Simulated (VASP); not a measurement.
# Al3Rh2 (P4mm) in VASP: notebook

The runs below take Al3Rh2 through single point, with PBE.

Program: VASP 6.6.1. These are calculated values, not measurements. Logs are shortened: lines on timing, memory, paths and dates and some standing lists are left out, and cuts for length are marked.

## Step 1: The cell of the first run

Symmetry: P4mm, No. 99, tetragonal system. The conventional cell has a = 3.725 Å, b = 3.725 Å, c = 5.862 Å, α = 90.00°, β = 90.00°, γ = 90.00°. Within 2.9 Å of Al (site symmetry 4mm) lie 4 Al at 2.16 Å and 5 Rh at 2.68 to 2.69 Å. Al (site symmetry 2mm) has 6 Al at 2.16 to 2.63 Å and 4 Rh at 2.45 to 2.48 Å within 2.9 Å. Within 3.2 Å of Rh (site symmetry 4mm) lie 6 Al at 2.45 to 3.18 Å. Rh (site symmetry 4mm) has 8 Al at 2.48 to 2.69 Å within 3.3 Å.

## Step 2: Single point, PBE

File INCAR:

```
PREC = Accurate ; ENCUT = 520
EDIFF = 1E-6 ; ISMEAR = 0
SIGMA = 0.1 ; LREAL = False
LASPH = True ; NELM = 60
ALGO = Fast ; ISIF = 2
LWAVE = False ; LCHARG = False
GGA = PE ; NBANDS = 28
```

File KPOINTS:

```
regular mesh
0
Gamma
  6 6 4
```

File POSCAR:

```
Al3Rh2
1.0
    3.7251879700      0.0000000000      0.0000000000
    0.0000000000      3.7251879700      0.0000000000
    0.0000000000      0.0000000000      5.8619516900
Al Rh
3 2
Direct
    0.0000000000      0.0000000000      0.7096711700
    0.5000000000      0.0000000000      0.5247678500
    0.0000000000      0.5000000000      0.5247678500
    0.0000000000      0.0000000000      0.2521372200
    0.5000000000      0.5000000000      0.8045261500
```

Potentials or basis: VASP PAW PBE potentials, release 64 (Al, Rh_pv).

Launch:

```bash
cat potpaw_PBE.64/Al/POTCAR potpaw_PBE.64/Rh_pv/POTCAR > POTCAR
mpirun -np 1 vasp_std > vasp.out
```

OUTCAR:

```text
PREC = Accurate
   ENCUT = 520
   EDIFF = 1E-6
   ISMEAR = 0
   LREAL = False
   LASPH = True
   NELM = 60
   ISIF = 2
   GGA = PE

 ion  position               nearest neighbor table
   1  0.000  0.000  0.710-   2 2.16   3 2.16   3 2.16   2 2.16   4 2.68   5 2.69   5 2.69   5 2.69
                             5 2.69   4 3.18
   2  0.500  0.000  0.525-   1 2.16   1 2.16   4 2.45   4 2.45   5 2.48   5 2.48   3 2.63   3 2.63
                             3 2.63   3 2.63
   3  0.000  0.500  0.525-   1 2.16   1 2.16   4 2.45   4 2.45   5 2.48   5 2.48   2 2.63   2 2.63
                             2 2.63   2 2.63
   4  0.000  0.000  0.252-   2 2.45   3 2.45   3 2.45   2 2.45   1 2.68   1 3.18
   5  0.500  0.500  0.805-   2 2.48   3 2.48   2 2.48   3 2.48   1 2.69   1 2.69   1 2.69   1 2.69

  LATTYP: Found a simple tetragonal cell.
 ALAT       =     3.7251879700
 C/A-ratio  =     1.5735988995

  Lattice vectors:

 A1 = (   3.7251879700,   0.0000000000,   0.0000000000)
 A2 = (   0.0000000000,   3.7251879700,   0.0000000000)
 A3 = (   0.0000000000,   0.0000000000,   5.8619516900)

Analysis of symmetry for initial positions (statically):
=====================================================================
 Subroutine PRICEL returns:
 Original cell was already a primitive cell.

 Routine SETGRP: Setting up the symmetry group for a
 simple tetragonal supercell.

 Subroutine GETGRP returns: Found  8 space group operations
 (whereof  8 operations were pure point group operations)
 out of a pool of 16 trial point group operations.

The static configuration has the point symmetry C_4v.

Analysis of symmetry for dynamics (positions and initial velocities):
=====================================================================
 Subroutine PRICEL returns:
 Original cell was already a primitive cell.

 Routine SETGRP: Setting up the symmetry group for a
 simple tetragonal supercell.

 Subroutine GETGRP returns: Found  8 space group operations
 (whereof  8 operations were pure point group operations)
 out of a pool of 16 trial point group operations.

The dynamic configuration has the point symmetry C_4v.

 Subroutine INISYM returns: Found  8 space group operations
 (whereof  8 operations are pure point group operations),
 and found     1 'primitive' translations

----------------------------------------------------------------------------------------

                                     Primitive cell

  volume of cell :      81.3465

  direct lattice vectors                    reciprocal lattice vectors
     3.725187970  0.000000000  0.000000000     0.268442830  0.000000000  0.000000000
     0.000000000  3.725187970  0.000000000     0.000000000  0.268442830  0.000000000
     0.000000000  0.000000000  5.861951690     0.000000000  0.000000000  0.170591648

  length of vectors
     3.725187970  3.725187970  5.861951690     0.268442830  0.268442830  0.170591648

  position of ions in fractional coordinates (direct lattice)
     0.000000000  0.000000000  0.709671170
     0.500000000  0.000000000  0.524767850
     0.000000000  0.500000000  0.524767850
     0.000000000  0.000000000  0.252137220
     0.500000000  0.500000000  0.804526150

  ion indices of the primitive-cell ions
   primitive index   ion index
                 1           1
                 2           2
                 3           3
                 4           4
                 5           5

----------------------------------------------------------------------------------------

 KPOINTS: regular mesh

Automatic generation of k-mesh.
 Grid dimensions read from file:
 generate k-points for:    6    6    4

 Generating k-lattice:

  Cartesian coordinates                     Fractional coordinates (reciprocal lattice)
     0.044740472  0.000000000  0.000000000     0.166666667  0.000000000  0.000000000
     0.000000000  0.044740472  0.000000000     0.000000000  0.166666667  0.000000000
     0.000000000  0.000000000  0.042647912     0.000000000  0.000000000  0.250000000

  Length of vectors
     0.044740472  0.044740472  0.042647912

  Shift w.r.t. Gamma in fractional coordinates (k-lattice)
     0.000000000  0.000000000  0.000000000

 Subroutine IBZKPT returns following result:
 ===========================================

 Found     30 irreducible k-points:

 Following reciprocal coordinates:
            Coordinates               Weight
  0.000000  0.000000  0.000000      1.000000
  0.166667  0.000000  0.000000      4.000000
  0.333333  0.000000  0.000000      4.000000
  0.500000  0.000000  0.000000      2.000000
  0.166667  0.166667  0.000000      4.000000
  0.333333  0.166667  0.000000      8.000000
[... 16 lines left out ...]
  0.333333  0.000000  0.500000      4.000000
  0.500000  0.000000  0.500000      2.000000
 [... further k-points ...]
   k-points           NKPTS =     30   k-points in BZ     NKDIM =     30   number of bands    NBANDS=     28
   number of dos      NEDOS =    301   number of ions     NIONS =      5
   total plane-waves  NPLWV =  37632
   dimension x,y,z NGX =    28 NGY =   28 NGZ =   48
   dimension x,y,z NGXF=    56 NGYF=   56 NGZF=   96
   ions per type =               3   2
   NGX,Y,Z   is equivalent  to a cutoff of  12.50, 12.50, 13.61 a.u.
   NGXF,Y,Z  is equivalent  to a cutoff of  24.99, 24.99, 27.23 a.u.
 SYSTEM =  unknown system
   PREC   = accura    normal or accurate (medium, high low for compatibility)
   ISTART =      0    job   : 0-new  1-cont  2-samecut
   ICHARG =      2    charge: 1-file 2-atom 10-const
   ISPIN  =      1    spin polarized calculation?
   LNONCOLLINEAR =      F non collinear calculations
   LSORBIT =      F    spin-orbit coupling
   LASPH  =      T    aspherical Exc in radial PAW
   ENCUT  =  520.0 eV  38.22 Ry    6.18 a.u.   6.93  6.93 10.90*2*pi/ulx,y,z
   NELM   =     60;   NELMIN=  2; NELMDL= -5     # of ELM steps
   EDIFF  = 0.1E-05   stopping-criterion for ELM
   LREAL  =      F    real-space projection
   EDIFFG = 0.1E-04   stopping-criterion for IOM
   NSW    =      0    number of steps for IOM
   IBRION =     -1    ionic relax: 0-MD 1-quasi-New 2-CG
   NFREE  =      0    steps in history (QN), initial steepest desc. (CG)
   ISIF   =      2    stress and relaxation
   ISYM   =      2    0-nonsym 1-usesym 2-fastsym
   POTIM  = 0.5000    time-step for ionic-motion
   TEBEG  =    0.0;   TEEND  =   0.0 temperature during run
   PSTRESS=    0.0 pullay stress
   NELECT =      39.0000    total number of electrons
   NUPDOWN=      -1.0000    fix difference up-down
   EMIN   =  10.00;   EMAX   =-10.00  energy-range for DOS
   EFERMI =   0.00;   METHOD = LEGACY
   ISMEAR =     0;   SIGMA  =   0.10  broadening in eV -4-tet -1-fermi 0-gaus
   EFERMI_NEDOS =   21; number of points for ismear=-14 and -15
   IALGO  =     68    algorithm
   IMIX   =      4    mixing-type and parameters
     AMIX     =   0.40;   BMIX     =  1.00
     AMIX_MAG =   1.60;   BMIX_MAG =  1.00
  volume/ion in A,a.u.               =      16.27       109.79
  Fermi-wavevector in a.u.,A,eV,Ry     =   1.281298  2.421302 22.337020  1.641725
  Thomas-Fermi vector in A             =   2.413676
   LORBIT       =      0    0 simple, 1 ext, 2 COOP (PROOUT), +10 PAW based schemes
   GGA     = PE    functional components
   LHFCALC =     F    Hartree Fock is set to
   AEXX    =    0.0000 exact exchange contribution
   IVDW    =     0    specifies the selected vdW correction
   LEPSILON=     F    determine dielectric tensor
   LRPA    =     F    only Hartree local field effects (RPA)
 non-spin polarized calculation
 RMM-DIIS sequential band-by-band and
 Gauss-broadening in eV      SIGMA  =   0.10
  energy-cutoff  :      520.00
  volume of cell :       81.35
 maximum number of plane-waves:      2206
 NGX is ok and might be reduce to    28
   NGX = 13   NGY = 13   NGZ = 21

 number of electron      38.9999987 magnetization

 Free energy of the ion-electron system (eV)
  ---------------------------------------------------
  ext. energy  EPLUGINS =         0.00000000
  ---------------------------------------------------
  free energy    TOTEN  =       -23.50865701 eV

  energy without entropy =      -23.50491649  energy(sigma->0) =      -23.50678675

 E-fermi :   7.9962     XC(G=0): -10.9346

 val. band max:        7.9287616919   @ k =   0.3333   0.1667   0.0000
 cond. band min:       8.0187104673   @ k =   0.0000   0.0000   0.0000
 fundamental gap:      0.0899487754
 Fermi energy:         7.9962145229

 k-point     1 :       0.0000    0.0000    0.0000
  band No.  band energies     occupation
      1     -38.4926      2.00000
      2     -38.4926      2.00000
      3     -38.3811      2.00000
      4     -38.1501      2.00000
      5     -37.7378      2.00000
      6     -37.7378      2.00000
[... 20 lines left out ...]
     27      15.4589      0.00000
     28      16.4070      0.00000

 k-point     2 :       0.1667    0.0000    0.0000
  band No.  band energies     occupation
      1     -38.4953      2.00000
      2     -38.4924      2.00000
      3     -38.3808      2.00000
      4     -38.1499      2.00000
      5     -37.7401      2.00000
      6     -37.7376      2.00000
[... 20 lines left out ...]
     27      14.2094      0.00000
     28      15.7966      0.00000

 k-point     3 :       0.3333    0.0000    0.0000
  band No.  band energies     occupation
      1     -38.5007      2.00000
      2     -38.4921      2.00000
      3     -38.3803      2.00000
      4     -38.1496      2.00000
      5     -37.7448      2.00000
      6     -37.7373      2.00000
[... 20 lines left out ...]
     27      15.2098      0.00000
     28      16.0159      0.00000

 k-point     4 :       0.5000    0.0000    0.0000
  band No.  band energies     occupation
      1     -38.5034      2.00000
      2     -38.4919      2.00000
      3     -38.3800      2.00000
      4     -38.1494      2.00000
      5     -37.7471      2.00000
      6     -37.7372      2.00000
[... 578 lines left out ...]
     27      13.7717      0.00000
     28      15.6755      0.00000

 k-point    23 :       0.3333    0.0000    0.5000
  band No.  band energies     occupation
      1     -38.5007      2.00000
      2     -38.4921      2.00000
      3     -38.3803      2.00000
      4     -38.1496      2.00000
      5     -37.7448      2.00000
      6     -37.7373      2.00000
[... 20 lines left out ...]
     27      14.2434      0.00000
     28      14.6591      0.00000

 k-point    24 :       0.5000    0.0000    0.5000
  band No.  band energies     occupation
      1     -38.5034      2.00000
      2     -38.4919      2.00000
      3     -38.3801      2.00000
      4     -38.1494      2.00000
      5     -37.7471      2.00000
      6     -37.7372      2.00000
[... 20 lines left out ...]
     27      13.5390      0.00000
     28      15.5739      0.00000

 [... further k-points ...]
[... 5 lines left out ...]
  --------------------------------------------------------------------------------------
  -------------------------------------------------------------------------------------
  Total       14.5479529     14.5479529      3.8420176      0.0000000      0.0000000     -0.0000000
  in kB      286.5324737    286.5324737     75.6713216      0.0000000      0.0000000     -0.0000000
  external PRESSURE =     216.2454230 kB  Pullay stress =       0.0000000 kB

 VOLUME and BASIS-vectors are now :
 -----------------------------------------------------------------------------
  energy-cutoff  :      520.00
  volume of cell :       81.35
      direct lattice vectors                 reciprocal lattice vectors
     3.725187970  0.000000000  0.000000000     0.268442830  0.000000000  0.000000000
     0.000000000  3.725187970  0.000000000     0.000000000  0.268442830  0.000000000
     0.000000000  0.000000000  5.861951690     0.000000000  0.000000000  0.170591648

 POSITION                                       TOTAL-FORCE (eV/Angst)
 -----------------------------------------------------------------------------------
      0.00000      0.00000      4.16006        -0.000000      0.000000      9.686578
      1.86259      0.00000      3.07616        -0.000000      0.000000     -5.176961
      0.00000      1.86259      3.07616        -0.000000      0.000000     -5.176961
      0.00000      0.00000      1.47802        -0.000000      0.000000      0.066998
      1.86259      1.86259      4.71609         0.000000      0.000000      0.600345
 -----------------------------------------------------------------------------------
    total drift:                                0.000000     -0.000000     -0.000120

  FREE ENERGIE OF THE ION-ELECTRON SYSTEM (eV)
  ---------------------------------------------------
  free  energy   TOTEN  =       -23.5086570141 eV

  energy  without entropy=      -23.5049164897  energy(sigma->0) =      -23.50678675
```

Wall time 52 s (1 thread of Intel Xeon Platinum 8375C at 2.90GHz (Ice Lake), shared host); peak memory 0.21 GiB.

What came out:

| Quantity | Value |
| --- | --- |
| Free energy | -23.5087 eV |
| Pressure | 21.6 GPa |
| Largest force | 9.687 eV/Å |

Forces in eV/Å, atoms in the order of the input:
```
Al   0.000  0.000  9.687
Al   0.000  0.000 -5.177
Al   0.000  0.000 -5.177
Rh   0.000  0.000  0.067
Rh   0.000  0.000  0.600
```

Levels at points of the mesh, in eV from the Fermi level:
```tsv
k point	band 17	band 18	band 19	band 20	band 21	band 22	band 23	band 24
(0.00, 0.00, 0.00)	-2.07	-1.56	-1.15	0.02	0.02	2.64	3.85	5.51
(0.50, 0.00, 0.00)	-1.81	-1.69	-0.90	0.25	1.50	1.89	2.39	3.44
(0.50, 0.50, 0.00)	-1.73	-1.48	-1.04	-1.04	1.47	1.47	2.29	2.62
(0.00, 0.00, 0.50)	-2.40	-1.19	0.73	0.73	1.22	2.48	3.90	4.40
(0.50, 0.00, 0.50)	-1.83	-1.50	-1.18	-0.77	1.70	3.24	3.35	4.23
(0.50, 0.50, 0.50)	-1.30	-1.30	-1.04	-0.68	0.70	0.70	1.69	3.30
```

Caveat: forces of over 1 eV/Å act on the atoms, so gaps and moduli don't describe the material at rest.

## Step 3: Single point, PBE

This run uses another cell than the first one, of 17.06 Å³/atom, 1.049 times its volume.

File INCAR:

```
ALGO = Normal
EDIFF = 1E-7
ENCUT = 520
GGA = PE
ISIF = 2
ISMEAR = 0
LASPH = T
LCHARG = T
LELF = T
LREAL = F
LVHAR = T
LWAVE = F
NBANDS = 28
NELM = 100
PREC = Accurate
SIGMA = 0.1
```

File KPOINTS:

```
k-points
0
Gamma
  6 6 4
```

File POSCAR:

```
Al3Rh2
1.0
    3.7462642940      0.0000000000      0.0000000000
    0.0000000000      3.7462642940      0.0000000000
    0.0000000000      0.0000000000      6.0773663402
Al Rh
3 2
Direct
    0.0000000000      0.0000000000      0.8312392058
    0.5000000000      0.0000000000      0.4847827309
    0.0000000000      0.5000000000      0.4847827309
    0.0000000000      0.0000000000      0.2299988462
    0.5000000000      0.5000000000      0.7850667263
```

Potentials or basis: VASP PAW PBE potentials, release 64 (Al, Rh_pv).

Launch:

```bash
cat potpaw_PBE.64/Al/POTCAR potpaw_PBE.64/Rh_pv/POTCAR > POTCAR
mpirun -np 1 vasp_std > vasp.out
```

It took 54 s on 1 thread of Intel Xeon Platinum 8375C at 2.90GHz (Ice Lake), shared host; peak memory 0.21 GiB.

It converged, with:

- Free energy: -27.8432 eV
- Pressure: 0.0 GPa
- Largest force: 0.006 eV/Å

Forces on the atoms (eV/Å):
```
Al   0.000  0.000 -0.004
Al   0.000  0.000  0.006
Al   0.000  0.000  0.006
Rh   0.000  0.000 -0.006
Rh   0.000  0.000 -0.001
```

Stress tensor (GPa, compression positive):
```
0.01 0.00 0.00
0.00 0.01 0.00
0.00 0.00 0.10
```

Levels at points of the mesh, in eV from the Fermi level:
| k point | band 17 | band 18 | band 19 | band 20 | band 21 | band 22 | band 23 | band 24 |
| --- | --- | --- | --- | --- | --- | --- | --- | --- |
| (0.00, 0.00, 0.00) | -1.94 | -1.53 | -1.21 | 0.53 | 0.53 | 3.01 | 4.77 | 5.17 |
| (0.50, 0.00, 0.00) | -1.76 | -1.45 | -1.02 | -0.02 | 0.68 | 1.62 | 3.67 | 4.00 |
| (0.50, 0.50, 0.00) | -1.70 | -1.49 | -1.13 | -0.96 | 1.03 | 1.26 | 1.26 | 2.30 |
| (0.00, 0.00, 0.50) | -2.32 | -1.24 | 0.57 | 1.58 | 1.58 | 2.88 | 3.55 | 3.55 |
| (0.50, 0.00, 0.50) | -1.74 | -1.51 | -1.30 | -0.90 | 2.83 | 3.55 | 3.79 | 3.90 |
| (0.50, 0.50, 0.50) | -1.49 | -1.13 | -1.02 | -0.87 | 0.51 | 0.51 | 1.04 | 2.76 |

## Step 4: Single point, PBE

This run uses another cell than the first one, of 17.08 Å³/atom, 1.050 times its volume.

File INCAR:

```
PREC = Accurate
ENCUT = 520
EDIFF = 1E-6
ISMEAR = 0
SIGMA = 0.1
LREAL = F
LASPH = T
NELM = 100
ALGO = Fast
ISIF = 2
LWAVE = F
LCHARG = F
GGA = PE
NBANDS = 28
```

File KPOINTS:

```
Automatic mesh
0
Gamma
  10 10 6
```

File POSCAR:

```
Al3Rh2
1.0
    3.7370318561      0.0000000000      0.0000000000
    0.0000000000      3.7370318561      0.0000000000
    0.0000000000      0.0000000000      6.1157323273
Al Rh
3 2
Direct
    0.0000000000      0.0000000000      0.8336664138
    0.5000000000      0.0000000000      0.4837597033
    0.0000000000      0.5000000000      0.4837597033
    0.0000000000      0.0000000000      0.2304614977
    0.5000000000      0.5000000000      0.7842229221
```

Launch:

```bash
cat potpaw_PBE.64/Al/POTCAR potpaw_PBE.64/Rh_pv/POTCAR > POTCAR
mpirun -np 1 vasp_std > vasp.out
```

It took 2.2 min on 1 thread of Intel Xeon Platinum 8375C at 2.90GHz (Ice Lake), shared host; peak memory 0.3 GiB.

It converged, with:

* Free energy: -27.8120 eV
* Pressure: 0.0 GPa
* Largest force: 0.013 eV/Å

Forces in eV/Å, atoms in the order of the input:
```
Al   0.000  0.000 -0.009
Al   0.000  0.000  0.013
Al   0.000  0.000  0.013
Rh   0.000  0.000 -0.010
Rh   0.000  0.000 -0.006
```

Levels at points of the mesh, in eV from the Fermi level:
| k point | band 18 | band 19 | band 20 | band 21 | band 22 | band 23 |
| --- | --- | --- | --- | --- | --- | --- |
| (0.00, 0.00, 0.00) | -1.42 | -1.05 | 0.73 | 0.73 | 3.19 | 4.96 |
| (0.50, 0.00, 0.00) | -1.30 | -0.85 | 0.12 | 0.82 | 1.71 | 3.88 |
| (0.50, 0.50, 0.00) | -1.35 | -0.96 | -0.80 | 1.19 | 1.41 | 1.41 |
| (0.00, 0.00, 0.50) | -1.07 | 0.64 | 1.76 | 1.76 | 3.08 | 3.68 |
| (0.50, 0.00, 0.50) | -1.36 | -1.15 | -0.72 | 2.91 | 3.76 | 3.96 |
| (0.50, 0.50, 0.50) | -0.96 | -0.85 | -0.71 | 0.66 | 0.66 | 1.20 |

## Step 5: The runs side by side

| cell | k mesh | gap on the mesh (eV) | pressure (GPa) | largest force (eV/Å) |
| --- | --- | --- | --- | --- |
| a = 3.725, b = 3.725, c = 5.862 Å, 5 atoms | 6 × 6 × 4 | none | 21.6 | 9.69 |
| a = 3.746, b = 3.746, c = 6.077 Å, 5 atoms | 6 × 6 × 4 | none | 0.0 | 0.01 |
| a = 3.737, b = 3.737, c = 6.116 Å, 5 atoms | 10 × 10 × 6 | none | 0.0 | 0.01 |

Alike in all rows: task single point; level PBE; potentials or basis VASP PAW PBE potentials, release 64 (Al, Rh_pv); no spin polarisation; cutoff (eV) 520; smearing gaussian 0.1 eV.

Caveats: forces of over 1 eV/Å act on the atoms, so gaps and moduli don't describe the material at rest (some runs).

Absolute energies hang on the potentials; compare differences alone.
